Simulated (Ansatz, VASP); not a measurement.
# Rh: VASP beside Ansatz

File INCAR:

```
PREC = Accurate
ENCUT = 520
EDIFF = 1E-7
ISMEAR = 0
SIGMA = 0.15
LREAL = False
LASPH = True
NELM = 80
ALGO = Fast
ISIF = 2
LWAVE = False
LCHARG = True
GGA = PE
LELF = True
LVHAR = True
NBANDS = 54
```

File KPOINTS:

```
Automatic mesh
0
Gamma
  25 25 5
```

POSCAR

```
Rh
1.0
    1.9149654119     -1.9149654119      0.0000000000
    1.9149654119      0.0000000000     -1.9149654119
    7.9485367823      7.9485367823      7.9485367823
Rh
6
Direct
    0.6666666667      0.6666666667      0.0802907701
    0.0000000000      0.0000000000      0.8833590850
    0.3333333333      0.3333333333      0.2409044331
    0.6666666667      0.6666666667      0.5621317591
    0.0000000000      0.0000000000      0.4015180961
    0.3333333333      0.3333333333      0.7227454221
```

Input for Ansatz:

```yaml
crystal:
  lattice:
    - [1.9149654119, -1.9149654119, 0.0]
    - [1.9149654119, 0.0, -1.9149654119]
    - [7.9485367823, 7.9485367823, 7.9485367823]
  atoms:
    - { symbol: Rh, position: [0.6666666667, 0.6666666667, 0.0802907701] }
    - { symbol: Rh, position: [0.0, 0.0, 0.883359085] }
    - { symbol: Rh, position: [0.3333333333, 0.3333333333, 0.2409044331] }
    - { symbol: Rh, position: [0.6666666667, 0.6666666667, 0.5621317591] }
    - { symbol: Rh, position: [0.0, 0.0, 0.4015180961] }
    - { symbol: Rh, position: [0.3333333333, 0.3333333333, 0.7227454221] }
basis:
  ecutwfc: 420
kpoints:
  mp_grid: { grid: [25, 25, 5] }
hamiltonian:
  xc: pbe
scf:
  occupations: { method: gaussian, width: 0.15 }
output:
  forces: true
  stress: true
  eigenvalues: true
```

Alike in both runs: task single point; functional PBE; k mesh 25 × 25 × 5; occupations gaussian, width 0.15 eV; no spin polarisation.

|  | VASP | Ansatz |
| --- | --- | --- |
| version | VASP 6.6.1 | Ansatz 0.2.0 |
| potentials or method | VASP PAW PBE potentials, release 64 (Rh_pv), cutoff 520 eV | scalar-relativistic, plane waves, PAW |
| valence electrons in the cell | 90 | 102 |

```tsv
	VASP	Ansatz	Ansatz less VASP
gap on the k mesh at the Fermi level (eV)	none	none	-
pressure (GPa)	-4.6	-4.7	-0.05
traceless stress, the component that is largest in VASP (GPa)	-2.15	-2.16	-0.004
rms of the force components (eV/Å)	0.333	0.333	-0.0003
```

Atom by atom the forces differ by 0.000 eV/Å (rms over components). A gap of «none» marks a metal or a gap that the smearing closes. With one functional, cell and mesh, what is left measures potentials, basis and numerics. VASP's potentials hold 90 valence electrons a cell and Ansatz's 102, so a difference there can come from the potentials and not from the codes.
